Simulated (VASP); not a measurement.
Set up this calculation in VASP 6.6.1, as the native input.

| Quantity | Value |
| --- | --- |
| Task | single point |
| Functional | PBE |
| Potentials or basis | VASP PAW PBE potentials, release 64 (Eu) |
| Cutoff | 520 eV |
| k mesh | 7 × 7 × 7 |
| Occupations | fermi-dirac, width 0.05 eV |
| Spin | collinear spin, ferromagnetic start |
| Starting moments | [8.8] μB |
| Fixed moment | 8.8 μB |
| Dipole correction | no |
| Further INCAR settings | ALGO = Normal; EDIFF = 1e-06; NBANDS = 18 |

The structure of Eu lies in POSCAR:

```
Eu
1.0
   -2.3030000000      2.3030000000      2.3030000000
    2.3030000000     -2.3030000000      2.3030000000
    2.3030000000      2.3030000000     -2.3030000000
Eu
1
Direct
    0.0000000000      0.0000000000      0.0000000000
```

One way to write it, as run:

INCAR

```
  PREC = Accurate
  ENCUT = 520
  EDIFF = 1E-6
  ISMEAR = -1
  SIGMA = 0.05
  LREAL = F
  LASPH = T
  NELM = 150
  ALGO = Normal
  ISIF = 2
  LWAVE = F
  LCHARG = F
  ISPIN = 2
  MAGMOM = 8.8
  LORBIT = 11
  NUPDOWN = 8.8
  LMAXMIX = 6
  GGA = PE
  NBANDS = 18
```

KPOINTS

```
regular mesh
0
Gamma
  7 7 7
```

Potentials or basis: VASP PAW PBE potentials, release 64 (Eu).

The run is started by

```sh
$ cat potpaw_PBE.64/Eu/POTCAR > POTCAR
$ mpirun -np 1 vasp_std > vasp.out
```

It gave:

* Pressure: -2.2 GPa
* Net moment: 8.80 μB per cell
* Site moments: Eu +6.99 μB
* Valence electrons inside the program's atomic spheres: Eu 14.78

Caveat: the total moment is fixed, so each spin has its own Fermi level.

It took 44 s on 1 thread of AMD EPYC 7R13 Processor (Zen 3) (shared host), peak memory 0.18 GiB.
